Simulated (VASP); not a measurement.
The system is Rh.

```
Rh
1.0
     2.63680    0.00000    0.00000
    -1.31840    2.28353    0.00000
     0.00000    0.00000    8.61847
Rh
4
Direct
  0.66667 0.33333 0.75000
  0.00000 0.00000 0.50000
  0.33333 0.66667 0.25000
  0.00000 0.00000 0.00000
```

Base run:

```yaml
Program: VASP 6.6.1
Functional: LDA
Potentials_or_basis: VASP PAW LDA potentials, release 64 (Rh_sv_GW)
Cutoff: 530 eV
k_mesh: 11 × 11 × 3
Occupations: fermi-dirac, width 0.05 eV
Spin: no spin polarisation
```

Its results: band gap on the k mesh zero (band 34 reaches 12.36 eV, above the bottom of band 35 at 10.54 eV); pressure 5.1 GPa.

Task: The run is repeated on the same cell with these changes: potentials or basis from VASP PAW LDA potentials, release 64 (Rh_sv_GW) to VASP PAW LDA potentials, release 64 (Rh_pv); cutoff from 530 eV to 520 eV; further incar settings from ALGO = Normal; EDIFF = 1e-06; NBANDS = 42 to ALGO = Normal; EDIFF = 1e-07; NBANDS = 38; valence electrons from 68 to 60. What comes out?

Result: Band gap on the k mesh zero (band 30 reaches 13.55 eV, above the bottom of band 31 at 11.73 eV); pressure 8.0 GPa.
